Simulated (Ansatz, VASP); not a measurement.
## Al: VASP beside Ansatz

```
Al
1.0
    -3.38347    2.95561    1.42727
     2.95561   -3.38347    1.42727
     2.46598    2.46598   -2.21091
Al
2
Cartesian
  -0.8464 5.3505 -0.7836
  -0.6368 2.6749 0.3218
```

Alike in both runs: task single point; functional r2SCAN; k mesh 18 × 18 × 12; occupations fermi-dirac, width 0.1 eV; no spin polarisation.

|  | VASP | Ansatz |
| --- | --- | --- |
| version | VASP 6.6.1 | Ansatz 0.2.0 |
| potentials or method | VASP PAW PBE potentials, release 64 (Al), cutoff 520 eV | plane waves (500 eV) with PAW, scalar-relativistic |
| valence electrons in the cell | 6 | 6 |

Ansatz gave:

| Property | Result |
| --- | --- |
| pressure (GPa) | -6.9 |
| traceless stress, the component that is largest in VASP (GPa) | 0.34 |

What did VASP give for the same quantities?

Pressure (GPa): -7.1; traceless stress, the component that is largest in VASP (GPa): 0.34.

VASP's potentials were made for PBE, not for r2SCAN. With one functional, cell and mesh, what is left measures potentials, basis and numerics.
